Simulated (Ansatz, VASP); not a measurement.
This is a calculation of SiNi for VASP 6.6.1.

INCAR

```
ALGO = Normal
EDIFF = 1E-6
ENCUT = 520
GGA = PE
ISIF = 2
ISMEAR = -1
ISPIN = 2
LASPH = True
LCHARG = False
LMAXMIX = 4
LORBIT = 11
LREAL = False
LWAVE = False
MAGMOM = 1 1 0 0
NBANDS = 26
NELM = 150
PREC = Accurate
SIGMA = 0.05
```

Contents of KPOINTS:

```
k-points
0
Gamma
  9 8 6
```

POSCAR

```
SiNi
1.0
    2.9814957675      0.0000000000      0.0000000000
    0.0000000000      3.3234926684      0.0000000000
    0.0000000000      0.0000000000      4.7389991708
Ni Si
2 2
Direct
    0.5000000000      0.5000000000      0.3424955900
    0.0000000000      0.0000000000      0.6575044100
    0.5000000000      0.5000000000      0.8431431600
    0.0000000000      0.0000000000      0.1568568400
```

Potentials or basis: VASP PAW PBE potentials, release 64 (Ni, Si).

Run with:

```bash
$ cat potpaw_PBE.64/Ni/POTCAR potpaw_PBE.64/Si/POTCAR > POTCAR
$ mpirun -np 1 vasp_std > vasp.out
```

Problem. Translate it to Ansatz 0.2.0. Potentials there: all-electron LAPW, scalar-relativistic.

Solution. As run (the cutoff follows the program's own potentials):

The input input.yaml:

```yaml
crystal:
  lattice:
    - [2.9814957675, 0.0, 0.0]
    - [0.0, 3.3234926684, 0.0]
    - [0.0, 0.0, 4.7389991708]
  atoms:
    - { symbol: Ni, position: [0.5, 0.5, 0.34249559], spin: 1.0 }
    - { symbol: Ni, position: [0.0, 0.0, 0.65750441], spin: 1.0 }
    - { symbol: Si, position: [0.5, 0.5, 0.84314316] }
    - { symbol: Si, position: [0.0, 0.0, 0.15685684] }
kpoints:
  mp_grid: { grid: [9, 8, 6] }
scf:
  occupations: { method: fermi_dirac, width: 0.05 }
hamiltonian:
  xc: pbe
  pseudopotentials: { kind: all_electron, lapw: { basis_error: 0.001 } }
magnetization:
  spin_polarized: true
output:
  forces: true
  stress: true
  eigenvalues: true
```

Potentials or basis: all-electron LAPW, scalar-relativistic.

Command:

```bash
$ ansatz run input.yaml --threads 4 --pin off --max-ram 12288MiB --backend cpu --events-out ev --progress --plain --runs-dir out
```

Both were run:

|  | VASP | Ansatz | Ansatz less VASP |
| --- | --- | --- | --- |
| gap on the k mesh at the Fermi level (eV) | none | none | - |
| pressure (GPa) | -0.8 | -1.0 | -0.11 |
| traceless stress, the component that is largest in VASP (GPa) | -1.40 | -1.59 | -0.193 |
| rms of the force components (eV/Å) | 0.028 | 0.030 | +0.0025 |
| net moment per atom (μB) | 0.00 | 0.00 | 0.000 |

Atom by atom the forces differ by 0.003 eV/Å (rms over components). A gap of «none» marks a metal or a gap that the smearing closes. Ansatz ran all-electron here, and VASP with PAW potentials.
